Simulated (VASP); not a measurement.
**NaCdI3: single point with PBE**

NaCdI3:

```
CELL_PARAMETERS angstrom
5.91835 0.00000 0.00000
0.00000 5.91835 0.00000
0.00000 0.00000 5.91835
ATOMIC_POSITIONS crystal
Na 0.00000 0.00000 0.00000
Cd 0.50000 0.50000 0.50000
I 0.50000 0.50000 0.00000
I 0.50000 0.00000 0.50000
I 0.00000 0.50000 0.50000
```

```yaml
Program: VASP 6.6.1
Task: single point
Functional: PBE
Potentials_or_basis: VASP PAW PBE potentials, release 64 (Na_pv, Cd, I)
Cutoff: 520 eV
k_mesh: 4 × 4 × 4
Occupations: fermi-dirac, width 0.02 eV
Spin: no spin polarisation
Dipole_correction: no
Further_INCAR_settings: ALGO = Normal; EDIFF = 1e-07; NBANDS = 28
```

```yaml
Pressure: 0.5 GPa
Band_gap_on_the_k_mesh: zero (bands 20 and 21 overlap by 0.27 eV)
```

Levels at points of the mesh, in eV from the Fermi level:
```tsv
k point	band 16	band 17	band 18	band 19	band 20	band 21	band 22	band 23	band 24	band 25
(0.00, 0.00, 0.00)	-0.80	-0.80	-0.56	-0.56	-0.56	-0.31	2.38	5.67	5.67	6.09
(0.50, 0.00, 0.00)	-1.12	-1.12	-0.99	-0.64	-0.64	2.64	3.68	4.53	5.83	6.21
(0.50, 0.50, 0.00)	-1.33	-1.09	-1.09	-0.19	-0.05	3.81	4.15	4.90	4.90	5.30
(0.50, 0.50, 0.50)	-0.18	-0.18	-0.04	-0.04	-0.04	2.68	4.23	4.23	4.23	5.67
```

Wall time 94 s on 1 thread of AMD EPYC 9R45 (Zen 5) (shared host), peak memory 0.3 GiB.

Caveat: spin-orbit coupling is left out, which moves the levels of the heavy elements.
